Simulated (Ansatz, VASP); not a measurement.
## One calculation of AlN, two programs

```
Al N
1.0
     3.09211    0.00000    0.00000
    -1.54605    2.67784    0.00000
     0.00000    0.00000    4.94757
Al N
2 2
Direct
  0.66667 0.33333 0.50000
  0.33333 0.66667 0.00000
  0.66667 0.33333 0.88000
  0.33333 0.66667 0.38000
```

Change from the starting cell: volume scaled by 0.98.

Alike in both runs: task single point; functional LDA; k mesh 10 × 10 × 6; occupations fermi-dirac, width 0.05 eV; no spin polarisation.

```csv
,VASP,Ansatz
version,VASP 6.6.1,Ansatz 0.2.0
potentials or method,"VASP PAW LDA potentials, release 64 (Al, N), cutoff 520 eV","all-electron LAPW, scalar-relativistic"
```

```csv
,VASP,Ansatz,Ansatz less VASP
gap on the k mesh at the Fermi level (eV),4.43,4.42,-0.006
least direct gap on the mesh (eV),4.43,4.42,-0.006
pressure (GPa),0.0,-0.6,-0.58
"traceless stress, the component that is largest in VASP (GPa)",1.07,1.05,-0.011
rms of the force components (eV/Å),0.078,0.076,-0.0019
```

LDA's correlation is that of Perdew and Zunger in VASP and of Perdew and Wang (1992) in Ansatz. Atom by atom the forces differ by 0.002 eV/Å (rms over components). Ansatz ran all-electron here, and VASP with PAW potentials.
